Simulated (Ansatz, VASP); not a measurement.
PdI in VASP and in Ansatz

```
CELL_PARAMETERS angstrom
4.33587 0.00000 0.00000
-2.16793 3.75497 0.00000
0.00000 0.00000 5.94166
ATOMIC_POSITIONS crystal
Pd 0.00000 0.00000 0.00000
Pd 0.00000 0.00000 0.50000
I 0.33333 0.66667 0.25000
I 0.66667 0.33333 0.75000
```

Alike in both runs: functional PBE; k mesh 6 × 6 × 4; occupations gaussian, width 0.1 eV; no spin polarisation.

Ansatz relaxed the structure, and its values are those at the end. VASP's run is a single point on that final structure, the one shown.

|  | VASP | Ansatz |
| --- | --- | --- |
| version | VASP 6.6.1 | Ansatz 0.2.0 |
| potentials or method | VASP PAW PBE potentials, release 64 (Pd, I), cutoff 500 eV | scalar-relativistic, plane waves, PAW |
| valence electrons in the cell | 34 | 70 |

|  | VASP | Ansatz | Ansatz less VASP |
| --- | --- | --- | --- |
| gap on the k mesh at the Fermi level (eV) | none | none | - |
| pressure (GPa) | -0.1 | 0.0 | +0.10 |

A gap of «none» marks a metal or a gap that the smearing closes. VASP's potentials hold 34 valence electrons a cell and Ansatz's 70, so a difference there can come from the potentials and not from the codes.

Neither program's run includes spin-orbit coupling.
